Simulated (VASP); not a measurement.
A run of VASP 6.6.1 is set up as follows.

INCAR

```
  PREC = Accurate
  ENCUT = 520
  EDIFF = 1E-6
  ISMEAR = 0
  SIGMA = 0.15
  LREAL = F
  LASPH = T
  NELM = 60
  ALGO = Fast
  ISIF = 2
  LWAVE = F
  LCHARG = F
  GGA = PS
  NBANDS = 12
```

Contents of KPOINTS:

```
regular mesh
0
Gamma
  26 26 26
```

Contents of POSCAR:

```
Au
1.0
    0.0000000000      2.0725634009      1.9806763535
    2.0725634009      0.0000000000      1.9806763535
    2.0725634009      2.0725634009      0.0000000000
Au
1
Direct
    0.0000000000      0.0000000000      0.0000000000
```

Potentials or basis: VASP PAW PBE potentials, release 64 (Au).

Run with:

```bash
$ cat potpaw_PBE.64/Au/POTCAR > POTCAR
$ mpirun -np 1 vasp_std > vasp.out
```

Q: Estimate the band gap on the k mesh.

A: Zero (an odd number of electrons rules out a gap without spin polarisation).

Q: Predict the pressure.

A: -0.2 GPa.

Stress tensor (GPa, compression positive):
```
-0.58  0.00  0.00
 0.00 -0.58  0.00
 0.00  0.00  0.61
```

Caveat: the cell differs from its parent crystal (strain +0.015 along x and y, -0.030 along z); the PAW data sets were made with another functional, which shifts forces and pressure a little; spin-orbit coupling is left out, which moves the levels of the heavy elements.
